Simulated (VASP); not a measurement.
Crystal: BaSi2C2.

```xyz
5
Lattice="3.1393 -3.5244 0.0000 3.1393 3.5244 0.0000 0.0000 0.0000 3.4755" Properties=species:S:1:pos:R:3 pbc="T T T"
Ba    3.1393    0.0000    0.0000
Si    3.1393    2.5773    1.7377
Si    3.1393   -2.5773    1.7377
C     1.5696    1.7622    1.7377
C     1.5696   -1.7622    1.7377
```

| Quantity | Value |
| --- | --- |
| Program | VASP 6.6.1 |
| Task | relaxation of cell and atoms |
| Functional | PBE |
| Potentials or basis | VASP PAW PBE potentials, release 64 (Ba_sv, Si, C) |
| Cutoff | 600 eV |
| k mesh | 4 × 4 × 6 |
| Occupations | gaussian, width 0.1 eV |
| Spin | no spin polarisation |

At the start: pressure 25.2 GPa; volume 15.38 Å³/atom.

Task: Where does the relaxation end?

Result: Over 17 steps the energy falls by 534.0 meV/atom and the volume is 19.84 Å³/atom (+29.0 %); space group Cmmm (No. 65, to 0.05 Å).

The path:
```csv
step,energy change (eV),largest force (eV/Å),pressure (GPa),volume (Å³)
1,0.0000,8.4802,25.17,76.91
2,-0.3974,4.1274,7.79,105.33
3,-1.0163,3.9399,6.85,99.75
4,-1.4073,3.7483,6.60,95.78
5,-1.9578,2.5954,9.17,86.17
6,-2.3514,0.1166,-5.81,100.00
7,-2.3960,0.6321,-2.91,96.34
8,-2.6104,0.5471,0.95,96.54
9,-2.6106,0.5465,1.15,96.54
10,-2.6464,0.5836,-0.40,98.24
11,-2.6490,0.3330,-0.12,97.89
12,-2.6626,0.1925,0.47,97.97
13,-2.6659,0.0913,0.94,98.02
14,-2.6684,0.0897,-0.50,99.59
15,-2.6696,0.0913,0.01,99.02
16,-2.6699,0.0624,0.06,99.25
17,-2.6701,0.0132,0.05,99.18
```

Final structure:
```
CELL_PARAMETERS angstrom
3.08358 -3.97103 0.00000
3.08358 3.97103 0.00000
0.00000 0.00000 4.04977
ATOMIC_POSITIONS crystal
Ba 0.50000 0.50000 0.00000
Si 0.14665 0.85335 0.50000
Si 0.85335 0.14665 0.50000
C 0.00000 0.50000 0.50000
C 0.50000 0.00000 0.50000
```

Caveat: the volume moved by over 15 % at a fixed basis, so the end points are rough.
